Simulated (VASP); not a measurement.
## Tc: single point with PBE

Crystal: Tc.

```
Tc
1.0
     0.00000    1.93564    1.93564
     1.93564    0.00000    1.93564
     1.93564    1.93564    0.00000
Tc
1
Direct
  0.00000 0.00000 0.00000
```

| Quantity | Value |
| --- | --- |
| Program | VASP 6.6.1 |
| Task | single point |
| Functional | PBE |
| Potentials or basis | VASP PAW PBE potentials, release 64 (Tc_pv) |
| Cutoff | 520 eV |
| k mesh | 12 × 12 × 12 |
| Occupations | fermi-dirac, width 0.05 eV |
| Spin | no spin polarisation |
| Dipole correction | no |
| Further INCAR settings | ALGO = Normal; EDIFF = 1e-06; NBANDS = 12 |

```json
{
  "Pressure": "-0.6 GPa"
}
```

Levels at points of the mesh, in eV from the Fermi level:
| k point | band 3 | band 4 | band 5 | band 6 | band 7 | band 8 | band 9 | band 10 | band 11 | band 12 |
| --- | --- | --- | --- | --- | --- | --- | --- | --- | --- | --- |
| (0.00, 0.00, 0.00) | -38.42 | -7.50 | -1.82 | -1.82 | -1.82 | 0.77 | 0.77 | 13.97 | 19.52 | 19.52 |
| (0.50, 0.00, 0.00) | -38.58 | -5.54 | -1.98 | -1.98 | 1.19 | 2.77 | 2.77 | 10.62 | 13.61 | 20.14 |
| (0.50, 0.50, 0.00) | -38.85 | -5.90 | -5.31 | 2.72 | 3.33 | 3.33 | 3.79 | 12.96 | 12.96 | 14.08 |

Wall time 10 s on 1 thread of AMD EPYC 7R43 64-Core Processor (Zen 3) (shared host), peak memory 0.1 GiB.
